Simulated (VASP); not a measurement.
A run of VASP 6.6.1 is set up as follows.

Contents of INCAR:

```
SYSTEM = Sb
ALGO     = Normal         ! electronic algorithm
EDIFF    = 1E-6           ! SCF threshold, eV
ENCUT    = 500            ! plane-wave cutoff, eV
GGA      = PE             ! functional
GGA_COMPAT= .False.      
ISIF     = 2              ! what is computed and relaxed
ISMEAR   = -1             ! smearing method
LASPH    = .True.         ! aspherical terms in the spheres
LCHARG   = .False.        ! write CHGCAR
LREAL    = .False.        ! projectors in reciprocal space
LWAVE    = .False.        ! write WAVECAR
NBANDS   = 8              ! bands
NELM     = 120            ! most SCF steps
PREC     = Accurate       ! precision mode
SIGMA    = 0.05           ! smearing width, eV
```

File KPOINTS:

```
k-points
0
Gamma
  10 10 10
  0 0 0
```

File POSCAR:

```
Sb
1.0
   -1.8837342335      1.8837342335      1.8837342335
    1.8837342335     -1.8837342335      1.8837342335
    1.8837342335      1.8837342335     -1.8837342335
Sb
1
Direct
    0.0000000000      0.0000000000      0.0000000000
```

Potentials or basis: VASP PAW PBE potentials, release 64 (Sb).

Command:

```bash
$ cat potpaw_PBE.64/Sb/POTCAR > POTCAR
$ mpirun -np 1 vasp_std > vasp.out
```

Problem. Predict the pressure.

Solution. 1.7 GPa.
